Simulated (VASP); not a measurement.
# CoO (I4/mmm) in VASP: notebook

CoO is run at these levels: PBE+U; tasks: relaxation of cell and atoms.

Program: VASP 6.6.1. These are calculated values, not measurements. Logs are shortened: lines on timing, memory, paths and dates and some standing lists are left out, and cuts for length are marked.

## Step 1: The cell of the first run

Symmetry: I4/mmm, No. 139, tetragonal system. Conventional cell: a = 3.016 Å, b = 3.016 Å, c = 4.214 Å, α = 90.00°, β = 90.00°, γ = 90.00°. Within 2.8 Å of Co (site symmetry 4/mmm) lie 6 O at 2.11 to 2.13 Å. O (site symmetry 4/mmm) has 6 Co at 2.11 to 2.13 Å within 2.8 Å.

## Step 2: Relaxation of cell and atoms, PBE+U, collinear spin, ferromagnetic start

File INCAR:

```
PREC = Accurate ; ENCUT = 600
EDIFF = 1E-7 ; ISMEAR = -1
SIGMA = 0.05 ; LREAL = F
LASPH = T ; NELM = 150
ALGO = Normal ; ISIF = 3
LWAVE = F ; LCHARG = F
ISPIN = 2 ; MAGMOM = 2 0
LORBIT = 11 ; LMAXMIX = 4
LDAU = T ; LDAUTYPE = 2
LDAUL = 2 -1 ; LDAUU = 2 0
LDAUJ = 0 0 ; LDAUPRINT = 1
GGA = PE ; IBRION = 2
NSW = 60 ; EDIFFG = -0.01
```

File KPOINTS:

```
Automatic mesh
0
Gamma
  12 12 12
```

File POSCAR:

```
CoO
1.0
   -1.5080000000      1.5080000000      2.1072475377
    1.5080000000     -1.5080000000      2.1072475377
    1.5080000000      1.5080000000     -2.1072475377
Co O
1 1
Direct
    0.0000000000      0.0000000000      0.0000000000
    0.5000000000      0.5000000000      0.0000000000
```

Potentials or basis: VASP PAW PBE potentials, release 64 (Co, O).

Started as:

```bash
> cat potpaw_PBE.64/Co/POTCAR potpaw_PBE.64/O/POTCAR > POTCAR
> mpirun -np 1 vasp_std > vasp.out
```

OUTCAR:

```text
PREC = Accurate
   ENCUT = 600
   EDIFF = 1E-7
   ISMEAR = -1
   LREAL = F
   LASPH = T
   NELM = 150
   ISIF = 3
   ISPIN = 2
   LORBIT = 11
   GGA = PE
   IBRION = 2
   NSW = 60
   EDIFFG = -0.01

 ion  position               nearest neighbor table
   1  0.000  0.000  0.000-   2 2.11   2 2.11   2 2.13   2 2.13   2 2.13   2 2.13
   2  0.500  0.500  0.000-   1 2.11   1 2.11   1 2.13   1 2.13   1 2.13   1 2.13

  LATTYP: Found a body centered tetragonal cell.
 ALAT       =     3.0160000000
 C/A-ratio  =     1.3973790038

  Lattice vectors:

 A1 = (  -1.5080000000,   1.5080000000,   2.1072475377)
 A2 = (   1.5080000000,  -1.5080000000,   2.1072475377)
 A3 = (   1.5080000000,   1.5080000000,  -2.1072475377)

Analysis of symmetry for initial positions (statically):
=====================================================================
 Subroutine PRICEL returns:
 Original cell was already a primitive cell.

 Routine SETGRP: Setting up the symmetry group for a
 body centered tetragonal supercell.

 Subroutine GETGRP returns: Found 16 space group operations
 (whereof 16 operations were pure point group operations)
 out of a pool of 16 trial point group operations.

The static configuration has the point symmetry D_4h.

Analysis of symmetry for dynamics (positions and initial velocities):
=====================================================================
 Subroutine PRICEL returns:
 Original cell was already a primitive cell.

 Routine SETGRP: Setting up the symmetry group for a
 body centered tetragonal supercell.

 Subroutine GETGRP returns: Found 16 space group operations
 (whereof 16 operations were pure point group operations)
 out of a pool of 16 trial point group operations.

The dynamic configuration has the point symmetry D_4h.

Analysis of structural, dynamic, and magnetic symmetry:
=====================================================================
 Subroutine PRICEL returns:
 Original cell was already a primitive cell.

 Routine SETGRP: Setting up the symmetry group for a
 body centered tetragonal supercell.

 Subroutine GETGRP returns: Found 16 space group operations
 (whereof 16 operations were pure point group operations)
 out of a pool of 16 trial point group operations.

The overall configuration has the point symmetry D_4h.

 Subroutine INISYM returns: Found 16 space group operations
 (whereof 16 operations are pure point group operations),
 and found     1 'primitive' translations

----------------------------------------------------------------------------------------

                                     Primitive cell

  volume of cell :      19.1681

  direct lattice vectors                    reciprocal lattice vectors
    -1.508000000  1.508000000  2.107247538     0.000000000  0.331564987  0.237276348
     1.508000000 -1.508000000  2.107247538     0.331564987  0.000000000  0.237276348
     1.508000000  1.508000000 -2.107247538     0.331564987  0.331564987  0.000000000

  length of vectors
     2.998102764  2.998102764  2.998102764     0.407719764  0.407719764  0.468903701

  position of ions in fractional coordinates (direct lattice)
     0.000000000  0.000000000  0.000000000
     0.500000000  0.500000000  0.000000000

  ion indices of the primitive-cell ions
   primitive index   ion index
                 1           1
                 2           2

----------------------------------------------------------------------------------------

[... 69 lines left out ...]
   EDIFF  = 0.1E-06   stopping-criterion for ELM
   LREAL  =      F    real-space projection
   EDIFFG = -.1E-01   stopping-criterion for IOM
   NSW    =     60    number of steps for IOM
   IBRION =      2    ionic relax: 0-MD 1-quasi-New 2-CG
   NFREE  =      1    steps in history (QN), initial steepest desc. (CG)
   ISIF   =      3    stress and relaxation
   ISYM   =      2    0-nonsym 1-usesym 2-fastsym
   POTIM  = 0.5000    time-step for ionic-motion
   TEBEG  =    0.0;   TEEND  =   0.0 temperature during run
   PSTRESS=    0.0 pullay stress
   NELECT =      15.0000    total number of electrons
   NUPDOWN=      -1.0000    fix difference up-down
   EMIN   =  10.00;   EMAX   =-10.00  energy-range for DOS
   EFERMI =   0.00;   METHOD = LEGACY
   ISMEAR =    -1;   SIGMA  =   0.05  broadening in eV -4-tet -1-fermi 0-gaus
   EFERMI_NEDOS =   21; number of points for ismear=-14 and -15
   IALGO  =     38    algorithm
   IMIX   =      4    mixing-type and parameters
     AMIX     =   0.40;   BMIX     =  1.00
     AMIX_MAG =   1.60;   BMIX_MAG =  1.00
  volume/ion in A,a.u.               =       9.58        64.68
  Fermi-wavevector in a.u.,A,eV,Ry     =   1.508618  2.850874 30.965868  2.275927
  Thomas-Fermi vector in A             =   2.619048
   LORBIT       =     11    0 simple, 1 ext, 2 COOP (PROOUT), +10 PAW based schemes
 LDA+U is selected, type is set to LDAUTYPE =  2
   angular momentum for each species LDAUL =     2   -1
   U (eV)           for each species LDAUU =   2.0  0.0
   J (eV)           for each species LDAUJ =   0.0  0.0
   GGA     = PE    functional components
   LHFCALC =     F    Hartree Fock is set to
   AEXX    =    0.0000 exact exchange contribution
   IVDW    =     0    specifies the selected vdW correction
   LEPSILON=     F    determine dielectric tensor
   LRPA    =     F    only Hartree local field effects (RPA)
 conjugate gradient relaxation of ions
 spin polarized calculation
  energy-cutoff  :      600.00
  volume of cell :       19.17
 maximum number of plane-waves:       651
   NGX = 11   NGY = 11   NGZ = 11

--------------------------------------- Ionic step        1  -------------------------------------------

 number of electron      15.0000006 magnetization       2.9996158

 Free energy of the ion-electron system (eV)
  ---------------------------------------------------
  ext. energy  EPLUGINS =         0.00000000
  ---------------------------------------------------
  free energy    TOTEN  =       -12.07662489 eV

  energy without entropy =      -12.05958777  energy(sigma->0) =      -12.06810633

------------------------ aborting loop because EDIFF is reached ----------------------------------------

  FORCE on cell =-STRESS in cart. coord.  units (eV):
  Direction    XX          YY          ZZ          XY          YZ          ZX
  --------------------------------------------------------------------------------------
  -------------------------------------------------------------------------------------
  Total        0.3868892      0.3868892     -0.5781123      0.0000000      0.0000000      0.0000000
  in kB       32.3384280     32.3384280    -48.3219633      0.0000000      0.0000000      0.0000000
  external PRESSURE =       5.4516309 kB  Pullay stress =       0.0000000 kB
[... 53 lines left out ...]
  FREE ENERGIE OF THE ION-ELECTRON SYSTEM (eV)
  ---------------------------------------------------
  free  energy   TOTEN  =       -12.0889264439 eV

  energy  without entropy=      -12.0716774334  energy(sigma->0) =      -12.08030194

atom =   1  type =  1  l = 2

 onsite density matrix

spin component  1

  0.9985 -0.0000 -0.0000 -0.0000  0.0000
 -0.0000  0.9666 -0.0000  0.0000 -0.0000
 -0.0000 -0.0000  1.0136 -0.0000  0.0000
 -0.0000  0.0000 -0.0000  0.9666 -0.0000
  0.0000 -0.0000  0.0000 -0.0000  0.9597

spin component  2

  0.1244 -0.0000  0.0000 -0.0000  0.0000
 -0.0000  0.4983  0.0000 -0.0000  0.0000
  0.0000  0.0000  0.1854 -0.0000 -0.0000
 -0.0000 -0.0000 -0.0000  0.4983 -0.0000
  0.0000  0.0000 -0.0000 -0.0000  0.9469

 occupancies and eigenvectors

  o =  0.1244  v =  0.0000  0.0000  0.0000  0.0000  0.0000  1.0000  0.0000  0.0000  0.0000  0.0000      0.0000  0.0000  0.0000  0.0000  0.0000  0.0000  0.0000  0.0000  0.0000  0.0000
  o =  0.1854  v =  0.0000  0.0000  0.0000  0.0000  0.0000  0.0000  0.0000 -1.0000 -0.0000  0.0000      0.0000  0.0000  0.0000  0.0000  0.0000  0.0000  0.0000  0.0000  0.0000  0.0000
  o =  0.4983  v =  0.0000  0.0000  0.0000  0.0000  0.0000  0.0000  0.9974  0.0000 -0.0716 -0.0000      0.0000  0.0000  0.0000  0.0000  0.0000  0.0000  0.0000  0.0000  0.0000  0.0000
  o =  0.4983  v =  0.0000  0.0000  0.0000  0.0000  0.0000  0.0000 -0.0716  0.0000 -0.9974 -0.0000      0.0000  0.0000  0.0000  0.0000  0.0000  0.0000  0.0000  0.0000  0.0000  0.0000
  o =  0.9469  v =  0.0000  0.0000  0.0000  0.0000  0.0000  0.0000 -0.0000  0.0000 -0.0000 -1.0000      0.0000  0.0000  0.0000  0.0000  0.0000  0.0000  0.0000  0.0000  0.0000  0.0000
  o =  0.9597  v =  0.0000 -0.0000  0.0000 -0.0000  1.0000  0.0000  0.0000  0.0000  0.0000  0.0000      0.0000  0.0000  0.0000  0.0000  0.0000  0.0000  0.0000  0.0000  0.0000  0.0000
  o =  0.9666  v =  0.0000  0.4385  0.0000 -0.8987  0.0000  0.0000  0.0000  0.0000  0.0000  0.0000      0.0000  0.0000  0.0000  0.0000  0.0000  0.0000  0.0000  0.0000  0.0000  0.0000
  o =  0.9666  v =  0.0000 -0.8987 -0.0000 -0.4385 -0.0000  0.0000  0.0000  0.0000  0.0000  0.0000      0.0000  0.0000  0.0000  0.0000  0.0000  0.0000  0.0000  0.0000  0.0000  0.0000
  o =  0.9985  v =  1.0000  0.0000  0.0000  0.0000  0.0000  0.0000  0.0000  0.0000  0.0000  0.0000      0.0000  0.0000  0.0000  0.0000  0.0000  0.0000  0.0000  0.0000  0.0000  0.0000
  o =  1.0136  v =  0.0000  0.0000 -1.0000 -0.0000  0.0000  0.0000  0.0000  0.0000  0.0000  0.0000      0.0000  0.0000  0.0000  0.0000  0.0000  0.0000  0.0000  0.0000  0.0000  0.0000

--------------------------------------- Ionic step        3  -------------------------------------------

 number of electron      15.0000004 magnetization       2.9996801

 Free energy of the ion-electron system (eV)
  ---------------------------------------------------
  ext. energy  EPLUGINS =         0.00000000
  ---------------------------------------------------
  free energy    TOTEN  =       -12.09633806 eV

  energy without entropy =      -12.07916647  energy(sigma->0) =      -12.08775227

 E-fermi :   7.8052     XC(G=0): -12.3683

 val. band max:        7.8035612140   @ k =  -0.4167  -0.4167   0.2500
 cond. band min:       7.8063024426   @ k =  -0.3333   0.5000   0.2500
 fundamental gap:      0.0027412286
 Fermi energy:         7.8051651739

 spin component 1

 k-point     1 :       0.0000    0.0000    0.0000
  band No.  band energies     occupation
      1     -12.2098      1.00000
      2       3.2788      1.00000
      3       3.4377      1.00000
      4       3.4377      1.00000
      5       3.5340      1.00000
      6       4.4841      1.00000
      7       4.6889      1.00000
      8       4.9806      1.00000
      9       4.9806      1.00000
     10       8.9731      0.00000
     11      24.8288      0.00000
     12      25.3385      0.00000
[... 738 lines left out ...]
  FREE ENERGIE OF THE ION-ELECTRON SYSTEM (eV)
  ---------------------------------------------------
  free  energy   TOTEN  =       -12.0963380611 eV

  energy  without entropy=      -12.0791664742  energy(sigma->0) =      -12.08775227

 reached required accuracy - stopping structural energy minimisation

 total charge

# of ion       s       p       d       tot
------------------------------------------
    1        0.302   0.368   7.134   7.804
    2        1.550   3.449   0.000   4.999
--------------------------------------------------
tot          1.852   3.817   7.134  12.803

 magnetization (x)

# of ion       s       p       d       tot
------------------------------------------
    1        0.022   0.018   2.651   2.691
    2        0.025   0.251   0.000   0.277
--------------------------------------------------
tot          0.048   0.269   2.651   2.968
```

Run time: 1.8 min. Hardware: 1 thread of Intel Xeon Platinum 8488C (Sapphire Rapids), shared host; peak memory 0.21 GiB.

Results:

| Quantity | Value |
| --- | --- |
| Free energy | -12.0963 eV |
| Relaxed volume | 9.69 Å³/atom |
| Relaxed cell | a = 2.983 Å, b = 2.983 Å, c = 2.983 Å, α = 117.66°, β = 117.66°, γ = 94.10° |
| Space group after relaxing (to 0.1 Å) | I4/mmm (No. 139) |
| Energy gained by relaxing | 9.9 meV/atom |
| Ionic steps | 3 |
| Pressure after relaxing | 0.0 GPa |
| Band gap on the k mesh | zero (filled and empty bands overlap) |
| Net moment | 3.00 μB per cell |
| Site moments | Co +2.69; O +0.28 μB |
| Valence electrons inside the program's atomic spheres | Co 7.80; O 5.00 |

Step by step:
| step | energy change (eV) | largest force (eV/Å) | pressure (GPa) | volume (Å³) |
| --- | --- | --- | --- | --- |
| 1 | 0.0000 | 0.0000 | 0.55 | 19.17 |
| 2 | -0.0123 | 0.0000 | -0.06 | 19.26 |
| 3 | -0.0197 | 0.0000 | -0.04 | 19.38 |

Final structure:
```yaml
crystal:
  lattice:
    - [-1.54381, 1.54381, 2.03248]
    - [1.54381, -1.54381, 2.03248]
    - [1.54381, 1.54381, -2.03248]
  atoms:
    - { symbol: Co, position: [0.00000, 0.00000, 0.00000] }
    - { symbol: O, position: [0.50000, 0.50000, 0.00000] }
```

Eigenvalues of the final occupation matrices:
```
    site  spin  trace               eigenvalues
site 1 d     1   4.91  0.96 0.97 0.97 1.00 1.01
site 1 d     2   2.25  0.12 0.19 0.50 0.50 0.95
```

Caveat: a cell with one magnetic atom can't hold antiferromagnetic order, which such compounds often take. The state reached can hang on the start; a lower one may exist.

## Step 3: Relaxation of cell and atoms, PBE+U, collinear spin, ferromagnetic start

File INCAR:

```
SYSTEM = CoO
ALGO = Normal
EDIFF = 1E-6
EDIFFG = -0.01
ENCUT = 600
GGA = PE
IBRION = 2
ISIF = 3
ISMEAR = -1
ISPIN = 2
LASPH = .True.
LCHARG = .False.
LDAU = .True.
LDAUJ = 0 0
LDAUL = 2 -1
LDAUPRINT = 1
LDAUTYPE = 2
LDAUU = 3 0
LMAXMIX = 4
LORBIT = 11
LREAL = .False.
LWAVE = .False.
MAGMOM = 2 0
NELM = 150
NSW = 60
PREC = Accurate
SIGMA = 0.05
```

File KPOINTS:

```
k-points
0
Gamma
  12 12 12
  0 0 0
```

POSCAR is that of step 2.

Potentials or basis: VASP PAW PBE potentials, release 64 (Co, O).

Started as:

```bash
> cat potpaw_PBE.64/Co/POTCAR potpaw_PBE.64/O/POTCAR > POTCAR
> mpirun -np 1 vasp_std > vasp.out
```

Run time: 2 min. Hardware: 1 thread of Intel Xeon Platinum 8488C (Sapphire Rapids), shared host; peak memory 0.21 GiB.

It converged, with:

```yaml
Free_energy: -11.6566 eV
Relaxed_volume: 9.68 Å³/atom
Relaxed_cell: a = 2.982 Å, b = 2.982 Å, c = 2.982 Å, α = 117.62°, β = 117.62°, γ = 94.18°
Space_group_after_relaxing_to_0.1_Å: I4/mmm (No. 139)
Energy_gained_by_relaxing: 9.7 meV/atom
Ionic_steps: 5
Pressure_after_relaxing: -0.1 GPa
Band_gap_on_the_k_mesh: zero (filled and empty bands overlap)
Net_moment: 3.00 μB per cell
Site_moments: Co +2.73; O +0.25 μB
Valence_electrons_inside_the_program's_atomic_spheres: Co 7.81; O 5.00
```

The path:
```tsv
step	energy change (eV)	largest force (eV/Å)	pressure (GPa)	volume (Å³)
1	0.0000	0.0000	0.51	19.17
2	-0.0120	0.0000	-0.19	19.25
3	-0.0194	0.0000	-0.11	19.38
4	-0.0194	0.0000	-0.16	19.36
5	-0.0194	0.0000	-0.14	19.37
```

Final structure:
```xyz
2
Lattice="-1.5443 1.5443 2.0302 1.5443 -1.5443 2.0302 1.5443 1.5443 -2.0302" Properties=species:S:1:pos:R:3 pbc="T T T"
Co    0.0000    0.0000    0.0000
O     0.0000    0.0000    2.0302
```

Levels at points of the mesh, in eV from the Fermi level:
Spin up:
| k point | band 7 | band 8 | band 9 | band 10 | band 11 | band 12 |
| --- | --- | --- | --- | --- | --- | --- |
| (0.00, 0.00, 0.00) | -3.04 | -2.74 | -2.74 | 1.21 | 17.07 | 17.25 |
| (0.50, 0.00, 0.00) | -2.87 | -0.70 | -0.35 | 5.18 | 9.49 | 12.72 |
| (0.50, 0.50, 0.00) | -3.83 | -3.70 | -3.06 | 5.94 | 9.73 | 11.29 |
| (0.50, 0.50, 0.50) | -4.09 | -3.88 | -3.88 | 6.01 | 10.63 | 10.66 |
Spin down:
| k point | band 2 | band 3 | band 4 | band 5 | band 6 | band 7 | band 8 | band 9 | band 10 | band 11 |
| --- | --- | --- | --- | --- | --- | --- | --- | --- | --- | --- |
| (0.00, 0.00, 0.00) | -2.59 | -2.28 | -2.24 | -2.24 | -1.14 | -1.14 | 0.57 | 1.43 | 2.04 | 16.92 |
| (0.50, 0.00, 0.00) | -7.47 | -4.41 | -4.11 | -1.42 | 0.13 | 0.21 | 3.55 | 3.61 | 5.44 | 10.31 |
| (0.50, 0.50, 0.00) | -6.23 | -3.83 | -3.24 | -2.14 | -1.44 | 0.22 | 1.40 | 2.26 | 6.91 | 10.14 |
| (0.50, 0.50, 0.50) | -6.12 | -3.76 | -3.76 | -3.43 | 0.16 | 0.16 | 1.80 | 2.09 | 6.94 | 10.99 |

Eigenvalues of the final occupation matrices:
```csv
site,spin,trace,eigenvalues
site 1 d,1,4.92,0.96 0.97 0.97 1.00 1.02
site 1 d,2,2.24,0.11 0.17 0.50 0.50 0.95
```

Caveat: a cell with one magnetic atom can't hold antiferromagnetic order, which such compounds often take.
